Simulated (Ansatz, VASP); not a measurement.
## One calculation of BiSb2O2, two programs

```
CELL_PARAMETERS angstrom
4.16666 0.00000 0.00000
0.00000 4.16666 0.00000
0.00000 0.00000 8.96257
ATOMIC_POSITIONS crystal
Sb 0.00000 0.00000 0.34989
Sb 0.00000 0.00000 0.65011
Bi 0.50000 0.50000 0.00000
O 0.00000 0.50000 0.00000
O 0.50000 0.00000 0.00000
```

Alike in both runs: functional PBE; k mesh 10 × 10 × 4; occupations gaussian, width 0.1 eV; no spin polarisation.

Ansatz relaxed the structure, and its values are those at the end. VASP's run is a single point on that final structure, the one shown.

|  | VASP | Ansatz |
| --- | --- | --- |
| version | VASP 6.6.1 | Ansatz 0.2.0 |
| potentials or method | VASP PAW PBE potentials, release 64 (Sb, Bi_d, O), cutoff 520 eV | scalar-relativistic, plane waves, PAW |
| valence electrons in the cell | 37 | 57 |

VASP gave:

| Item | Value |
| --- | --- |
| gap on the k mesh at the Fermi level (eV) | none |
| pressure (GPa) | 0.1 |
| rms of the force components (eV/Å) | 0.010 |

Problem. What did Ansatz give for the same quantities?

Solution. gap on the k mesh at the Fermi level (eV): none; pressure (GPa): 0.0; rms of the force components (eV/Å): 0.001.

A gap of «none» marks a metal or a gap that the smearing closes. The functional is the same, so the differences come from potentials, cutoffs and numerics. VASP's potentials hold 37 valence electrons a cell and Ansatz's 57, so a difference there can come from the potentials and not from the codes.

Neither program's run includes spin-orbit coupling.
